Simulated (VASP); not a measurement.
# Na (Fm-3m) in VASP: notebook, part 2 of 2

VASP 6.6.1.

## (3) Single point, PBE

This run uses another cell than the first one, of 37.21 Å³/atom, 0.987 times its volume.

INCAR reads:

```
PREC = Accurate ; ENCUT = 520
EDIFF = 1E-7 ; ISMEAR = 0
SIGMA = 0.05 ; LREAL = False
LASPH = True ; NELM = 100
ALGO = Fast ; ISIF = 2
LWAVE = False ; LCHARG = False
GGA = PE ; NBANDS = 10
```

KPOINTS reads:

```
regular mesh
0
Gamma
  6 6 6
```

POSCAR reads:

```
Na
1.0
    0.0000000000      2.6498349169      2.6498349169
    2.6498349169      0.0000000000      2.6498349169
    2.6498349169      2.6498349169      0.0000000000
Na
1
Direct
    0.0000000000      0.0000000000      0.0000000000
```

Potentials or basis: VASP PAW PBE potentials, release 64 (Na_pv).

Started as:

```console
$ cat potpaw_PBE.64/Na_pv/POTCAR > POTCAR
$ mpirun -np 1 vasp_std > vasp.out
```

OUTCAR:

```text
PREC = Accurate
   ENCUT = 520
   EDIFF = 1E-7
   ISMEAR = 0
   LREAL = False
   LASPH = True
   NELM = 100
   ISIF = 2
   GGA = PE

 ion  position               nearest neighbor table
   1  0.000  0.000  0.000-

  LATTYP: Found a face centered cubic cell.
 ALAT       =     5.2996698338

  Lattice vectors:

 A1 = (   0.0000000000,   2.6498349169,   2.6498349169)
 A2 = (   2.6498349169,   0.0000000000,   2.6498349169)
 A3 = (   2.6498349169,   2.6498349169,   0.0000000000)

Analysis of symmetry for initial positions (statically):
=====================================================================
 Subroutine PRICEL returns:
 Original cell was already a primitive cell.

 Routine SETGRP: Setting up the symmetry group for a
 face centered cubic supercell.

 Subroutine GETGRP returns: Found 48 space group operations
 (whereof 48 operations were pure point group operations)
 out of a pool of 48 trial point group operations.

The static configuration has the point symmetry O_h .

Analysis of symmetry for dynamics (positions and initial velocities):
=====================================================================
 Subroutine PRICEL returns:
 Original cell was already a primitive cell.

 Routine SETGRP: Setting up the symmetry group for a
 face centered cubic supercell.

 Subroutine GETGRP returns: Found 48 space group operations
 (whereof 48 operations were pure point group operations)
 out of a pool of 48 trial point group operations.

The dynamic configuration has the point symmetry O_h .

 Subroutine INISYM returns: Found 48 space group operations
 (whereof 48 operations are pure point group operations),
 and found     1 'primitive' translations

----------------------------------------------------------------------------------------

                                     Primitive cell

  volume of cell :      37.2123

  direct lattice vectors                    reciprocal lattice vectors
     0.000000000  2.649834917  2.649834917    -0.188691000  0.188691000  0.188691000
     2.649834917  0.000000000  2.649834917     0.188691000 -0.188691000  0.188691000
     2.649834917  2.649834917  0.000000000     0.188691000  0.188691000 -0.188691000

  length of vectors
     3.747432478  3.747432478  3.747432478     0.326822399  0.326822399  0.326822399

  position of ions in fractional coordinates (direct lattice)
     0.000000000  0.000000000  0.000000000

  ion indices of the primitive-cell ions
   primitive index   ion index
                 1           1

----------------------------------------------------------------------------------------

 KPOINTS: regular mesh

Automatic generation of k-mesh.
 Grid dimensions read from file:
 generate k-points for:    6    6    6

 Generating k-lattice:

  Cartesian coordinates                     Fractional coordinates (reciprocal lattice)
    -0.031448500  0.031448500  0.031448500     0.166666667  0.000000000  0.000000000
     0.031448500 -0.031448500  0.031448500     0.000000000  0.166666667  0.000000000
     0.031448500  0.031448500 -0.031448500     0.000000000  0.000000000  0.166666667

  Length of vectors
     0.054470400  0.054470400  0.054470400

  Shift w.r.t. Gamma in fractional coordinates (k-lattice)
     0.000000000  0.000000000  0.000000000

 Subroutine IBZKPT returns following result:
 ===========================================

 Found     16 irreducible k-points:

 Following reciprocal coordinates:
            Coordinates               Weight
  0.000000  0.000000  0.000000      1.000000
  0.166667  0.000000  0.000000      8.000000
  0.333333  0.000000  0.000000      8.000000
  0.500000  0.000000  0.000000      4.000000
  0.166667  0.166667  0.000000      6.000000
  0.333333  0.166667  0.000000     24.000000
[... 8 lines left out ...]
 -0.333333  0.333333  0.166667     24.000000
 -0.333333  0.500000  0.166667     12.000000
   k-points           NKPTS =     16   k-points in BZ     NKDIM =     16   number of bands    NBANDS=     10
   number of dos      NEDOS =    301   number of ions     NIONS =      1
   total plane-waves  NPLWV =  21952
   dimension x,y,z NGX =    28 NGY =   28 NGZ =   28
   dimension x,y,z NGXF=    56 NGYF=   56 NGZF=   56
   ions per type =               1
   NGX,Y,Z   is equivalent  to a cutoff of  12.42, 12.42, 12.42 a.u.
   NGXF,Y,Z  is equivalent  to a cutoff of  24.84, 24.84, 24.84 a.u.
 SYSTEM =  unknown system
   PREC   = accura    normal or accurate (medium, high low for compatibility)
   ISTART =      0    job   : 0-new  1-cont  2-samecut
   ICHARG =      2    charge: 1-file 2-atom 10-const
   ISPIN  =      1    spin polarized calculation?
   LNONCOLLINEAR =      F non collinear calculations
   LSORBIT =      F    spin-orbit coupling
   LASPH  =      T    aspherical Exc in radial PAW
   ENCUT  =  520.0 eV  38.22 Ry    6.18 a.u.   6.97  6.97  6.97*2*pi/ulx,y,z
   NELM   =    100;   NELMIN=  2; NELMDL= -5     # of ELM steps
   EDIFF  = 0.1E-06   stopping-criterion for ELM
   LREAL  =      F    real-space projection
   EDIFFG = 0.1E-05   stopping-criterion for IOM
   NSW    =      0    number of steps for IOM
   IBRION =     -1    ionic relax: 0-MD 1-quasi-New 2-CG
   NFREE  =      0    steps in history (QN), initial steepest desc. (CG)
   ISIF   =      2    stress and relaxation
   ISYM   =      2    0-nonsym 1-usesym 2-fastsym
   POTIM  = 0.5000    time-step for ionic-motion
   TEBEG  =    0.0;   TEEND  =   0.0 temperature during run
   PSTRESS=    0.0 pullay stress
   NELECT =       7.0000    total number of electrons
   NUPDOWN=      -1.0000    fix difference up-down
   EMIN   =  10.00;   EMAX   =-10.00  energy-range for DOS
   EFERMI =   0.00;   METHOD = LEGACY
   ISMEAR =     0;   SIGMA  =   0.05  broadening in eV -4-tet -1-fermi 0-gaus
   EFERMI_NEDOS =   21; number of points for ismear=-14 and -15
   IALGO  =     68    algorithm
   IMIX   =      4    mixing-type and parameters
     AMIX     =   0.40;   BMIX     =  1.00
     AMIX_MAG =   1.60;   BMIX_MAG =  1.00
  volume/ion in A,a.u.               =      37.21       251.12
  Fermi-wavevector in a.u.,A,eV,Ry     =   0.938020  1.772600 11.971511  0.879881
  Thomas-Fermi vector in A             =   2.065190
   LORBIT       =      0    0 simple, 1 ext, 2 COOP (PROOUT), +10 PAW based schemes
   GGA     = PE    functional components
   LHFCALC =     F    Hartree Fock is set to
   AEXX    =    0.0000 exact exchange contribution
   IVDW    =     0    specifies the selected vdW correction
   LEPSILON=     F    determine dielectric tensor
   LRPA    =     F    only Hartree local field effects (RPA)
 non-spin polarized calculation
 RMM-DIIS sequential band-by-band and
 Gauss-broadening in eV      SIGMA  =   0.05
  energy-cutoff  :      520.00
  volume of cell :       37.21
 maximum number of plane-waves:      1018
   NGX = 13   NGY = 13   NGZ = 13

 number of electron       6.9999993 magnetization

 Free energy of the ion-electron system (eV)
  ---------------------------------------------------
  ext. energy  EPLUGINS =         0.00000000
  ---------------------------------------------------
  free energy    TOTEN  =        -1.29906419 eV

  energy without entropy =       -1.29681045  energy(sigma->0) =       -1.29793732

 E-fermi :   0.0672     XC(G=0):  -6.4918

 val. band max:        0.0385287966   @ k =   0.5000   0.3333   0.1667
 cond. band min:       0.6089674676   @ k =   0.5000   0.1667   0.0000
 fundamental gap:      0.5704386710
 Fermi energy:         0.0672450777

 k-point     1 :       0.0000    0.0000    0.0000
  band No.  band energies     occupation
      1     -24.5823      2.00000
      2     -24.5822      2.00000
      3     -24.5822      2.00000
      4      -2.9531      2.00000
      5      11.3888      0.00000
      6      11.3888      0.00000
      7      11.3888      0.00000
      8      12.4844      0.00000
      9      12.9510      0.00000
     10      12.9511      0.00000
[... 183 lines left out ...]
 k-point    16 :      -0.3333    0.5000    0.1667
  band No.  band energies     occupation
      1     -24.6098      2.00000
      2     -24.5999      2.00000
      3     -24.5951      2.00000
      4       2.6197      0.00000
      5       3.1168      0.00000
      6       4.2339      0.00000
      7       5.4832      0.00000
      8      10.9238      0.00000
      9      12.3850      0.00000
     10      15.9142      0.00000

------------------------ aborting loop because EDIFF is reached ----------------------------------------

  FORCE on cell =-STRESS in cart. coord.  units (eV):
  Direction    XX          YY          ZZ          XY          YZ          ZX
  --------------------------------------------------------------------------------------
  -------------------------------------------------------------------------------------
  Total       -0.0026623     -0.0026623     -0.0026623     -0.0000000      0.0000000     -0.0000000
  in kB       -0.1146243     -0.1146243     -0.1146243     -0.0000000      0.0000000     -0.0000000
  external PRESSURE =      -0.1146243 kB  Pullay stress =       0.0000000 kB

 VOLUME and BASIS-vectors are now :
 -----------------------------------------------------------------------------
  energy-cutoff  :      520.00
  volume of cell :       37.21
      direct lattice vectors                 reciprocal lattice vectors
     0.000000000  2.649834917  2.649834917    -0.188691000  0.188691000  0.188691000
     2.649834917  0.000000000  2.649834917     0.188691000 -0.188691000  0.188691000
     2.649834917  2.649834917  0.000000000     0.188691000  0.188691000 -0.188691000

 POSITION                                       TOTAL-FORCE (eV/Angst)
 -----------------------------------------------------------------------------------
      0.00000      0.00000      0.00000        -0.000000     -0.000000     -0.000000
 -----------------------------------------------------------------------------------
    total drift:                               -0.000000     -0.000000     -0.000000

  FREE ENERGIE OF THE ION-ELECTRON SYSTEM (eV)
  ---------------------------------------------------
  free  energy   TOTEN  =        -1.2990641905 eV

  energy  without entropy=       -1.2968104525  energy(sigma->0) =       -1.29793732
```

OSZICAR:

```text
N       E                     dE             d eps       ncg     rms          rms(c)
DAV:   1     0.276129791865E+02    0.27613E+02   -0.35824E+03   320   0.561E+02
DAV:   2    -0.763432834520E+00   -0.28376E+02   -0.28247E+02   322   0.146E+02
DAV:   3    -0.129525604956E+01   -0.53182E+00   -0.53144E+00   396   0.219E+01
DAV:   4    -0.129974515694E+01   -0.44891E-02   -0.44887E-02   396   0.205E+00
DAV:   5    -0.129980850125E+01   -0.63344E-04   -0.63344E-04   356   0.235E-01    0.202E-01
RMM:   6    -0.129938521534E+01    0.42329E-03   -0.23191E-04   425   0.159E-01    0.136E-01
RMM:   7    -0.129905933601E+01    0.32588E-03   -0.54061E-04   425   0.220E-01    0.159E-02
RMM:   8    -0.129906082837E+01   -0.14924E-05   -0.12984E-04   441   0.199E-01    0.383E-03
RMM:   9    -0.129906360306E+01   -0.27747E-05   -0.27002E-05   480   0.581E-02    0.264E-03
RMM:  10    -0.129906403561E+01   -0.43255E-06   -0.72164E-06   454   0.456E-02    0.118E-03
RMM:  11    -0.129906415049E+01   -0.11488E-06   -0.21078E-06   455   0.163E-02    0.317E-04
RMM:  12    -0.129906419046E+01   -0.39968E-07   -0.42368E-07   317   0.987E-03
   1 F= -.12990642E+01 E0= -.12979373E+01  d E =-.225374E-02
```

It took 13 s on 1 thread of AMD EPYC 7R13, shared host; peak memory 0.11 GiB.

Results:

```yaml
Free_energy: -1.2991 eV
Pressure: 0.0 GPa
```

## (4) Single point, PBE

This run uses another cell than the first one, of 37.84 Å³/atom, 1.004 times its volume.

INCAR reads:

```
SYSTEM = Na
PREC = Accurate
ENCUT = 520
EDIFF = 1E-6
ISMEAR = 0
SIGMA = 0.05
LREAL = .False.
LASPH = .True.
NELM = 100
ALGO = Normal
ISIF = 2
LWAVE = .False.
LCHARG = .False.
GGA = PE
NBANDS = 10
```

KPOINTS reads:

```
regular mesh
0
Gamma
  6 6 6
  0 0 0
```

POSCAR reads:

```
Na
1.0
    0.0000000000      2.6647334078      2.6647334078
    2.6647334078      0.0000000000      2.6647334078
    2.6647334078      2.6647334078      0.0000000000
Na
1
Direct
    0.0000000000      0.0000000000      0.0000000000
```

Started as:

```console
$ cat potpaw_PBE.64/Na_pv/POTCAR > POTCAR
$ mpirun -np 1 vasp_std > vasp.out
```

Run time: 2.5 s. Hardware: 1 thread of Intel Xeon 6975P-C (Granite Rapids), shared host; peak memory 0.14 GiB.

Results (log left out):

- Free energy: -1.2988 eV
- Pressure: -0.2 GPa

Levels at points of the mesh, in eV from the Fermi level:
```tsv
k point	band 1	band 2	band 3	band 4	band 5	band 6	band 7	band 8	band 9
(0.00, 0.00, 0.00)	-24.66	-24.66	-24.66	-2.99	11.22	11.22	11.22	12.30	12.73
(0.50, 0.00, 0.00)	-24.70	-24.67	-24.67	0.80	1.19	10.27	10.27	11.27	11.27
(0.50, 0.50, 0.00)	-24.70	-24.68	-24.68	2.00	2.53	6.46	7.29	7.29	9.18
```

## (5) Single point, HSE06

POSCAR reads:

```
Na
1.0
    0.0000000000      2.6625545313      2.6625545313
    2.6625545313      0.0000000000      2.6625545313
    2.6625545313      2.6625545313      0.0000000000
Na
1
Direct
    0.0000000000      0.0000000000      0.0000000000
```

INCAR.step1 reads:

```
ALGO = Normal
EDIFF = 1E-5
ENCUT = 520
GGA = PE
ISIF = 2
ISMEAR = 0
LASPH = True
LCHARG = False
LREAL = False
LWAVE = True
NBANDS = 10
NELM = 100
PREC = Accurate
SIGMA = 0.05
```

INCAR.step2 reads:

```
ALGO = Normal
EDIFF = 1E-6
ENCUT = 520
GGA = PE
HFSCREEN = 0.2079
ISIF = 2
ISMEAR = 0
ISTART = 1
LASPH = True
LCHARG = False
LHFCALC = True
LREAL = False
LWAVE = False
NBANDS = 10
NELM = 100
PREC = Accurate
PRECFOCK = Normal
SIGMA = 0.05
```

KPOINTS reads:

```
k-points
0
Gamma
  8 8 8
```

Started as:

```console
$ cat potpaw_PBE.64/Na_pv/POTCAR > POTCAR
$ cp INCAR.step1 INCAR
$ mpirun -np 1 vasp_std > vasp.out
$ cp INCAR.step2 INCAR
$ mpirun -np 1 vasp_std > vasp.out
```

It took 9.8 min on 1 thread of Intel Xeon 6975P-C (Granite Rapids), shared host; peak memory 0.27 GiB.

Results (log left out):

* Free energy: -1.4044 eV
* Pressure: 0.0 GPa

Levels at points of the mesh, in eV from the Fermi level:
```csv
k point,band 1,band 2,band 3,band 4,band 5,band 6,band 7,band 8,band 9
"(0.00, 0.00, 0.00)",-27.70,-27.70,-27.70,-3.59,11.79,11.79,11.79,12.81,13.37
"(0.50, 0.00, 0.00)",-27.73,-27.71,-27.71,0.83,1.32,10.80,10.80,11.82,11.90
"(0.50, 0.50, 0.00)",-27.73,-27.71,-27.71,2.19,2.78,6.90,7.78,7.78,9.77
```

Caveat: the PAW data sets were made with another functional, which shifts forces and pressure a little.

## (6) Single point, HSE06

This run uses another cell than the first one, of 37.36 Å³/atom, 0.991 times its volume.

POSCAR reads:

```
Na
1.0
    0.0000000000      2.6533633297      2.6533633297
    2.6533633297      0.0000000000      2.6533633297
    2.6533633297      2.6533633297      0.0000000000
Na
1
Direct
    0.0000000000      0.0000000000      0.0000000000
```

INCAR.step1 reads:

```
PREC = Accurate
ENCUT = 520
EDIFF = 1E-5
ISMEAR = 0
SIGMA = 0.05
LREAL = False
LASPH = True
NELM = 100
ALGO = Normal
ISIF = 2
LWAVE = True
GGA = PE
NBANDS = 10
```

INCAR.step2 reads:

```
PREC = Accurate
ENCUT = 520
EDIFF = 1E-6
ISMEAR = 0
SIGMA = 0.05
LREAL = False
LASPH = True
NELM = 100
ALGO = Normal
ISIF = 2
LWAVE = False
LCHARG = True
GGA = PE
LHFCALC = True
HFSCREEN = 0.2079
PRECFOCK = Normal
LELF = True
LVHAR = True
ISTART = 1
NBANDS = 10
```

KPOINTS reads:

```
Automatic mesh
0
Gamma
  8 8 8
```

Potentials or basis: VASP PAW PBE potentials, release 64 (Na_pv).

Started as:

```console
$ cat potpaw_PBE.64/Na_pv/POTCAR > POTCAR
$ cp INCAR.step1 INCAR
$ mpirun -np 1 vasp_std > vasp.out
$ cp INCAR.step2 INCAR
$ mpirun -np 1 vasp_std > vasp.out
```

Wall time 10 min (1 thread of Intel Xeon 6975P-C (Granite Rapids), shared host); peak memory 0.28 GiB.

The run converged. Its results:

- Free energy: -1.4043 eV
- Pressure: 0.0 GPa

Levels at points of the mesh, in eV from the Fermi level:
```tsv
k point	band 1	band 2	band 3	band 4	band 5	band 6	band 7	band 8	band 9
(0.00, 0.00, 0.00)	-27.69	-27.69	-27.69	-3.61	11.86	11.86	11.86	12.89	13.47
(0.50, 0.00, 0.00)	-27.72	-27.70	-27.70	0.84	1.34	10.87	10.87	11.89	11.99
(0.50, 0.50, 0.00)	-27.72	-27.70	-27.70	2.20	2.79	6.93	7.83	7.83	9.86
```

Caveat: the PAW data sets were made with another functional, which shifts forces and pressure a little.

## (7) Summary

```csv
level,cell,k mesh,grid for exact exchange (PRECFOCK),screening parameter,gap on the mesh (eV),pressure (GPa)
PBE,"a = 3.763 Å, angles 60.0°, 1 atom",6 × 6 × 6,-,-,none,-0.1
PBE,"a = 3.747 Å, angles 60.0°, 1 atom",6 × 6 × 6,-,-,none,0.0
PBE,"a = 3.769 Å, angles 60.0°, 1 atom",6 × 6 × 6,-,-,none,-0.2
HSE06,"a = 3.765 Å, angles 60.0°, 1 atom",8 × 8 × 8,Normal,0.2079 1/Å,none,0.0
HSE06,"a = 3.752 Å, angles 60.0°, 1 atom",8 × 8 × 8,Normal,0.2079 1/Å,none,0.0
```

Alike in all rows: task single point; potentials or basis VASP PAW PBE potentials, release 64 (Na_pv); no spin polarisation; cutoff (eV) 520; smearing gaussian 0.05 eV.

Caveats: the PAW data sets were made with another functional, which shifts forces and pressure a little (some runs).

Absolute energies hang on the potentials; compare differences alone.
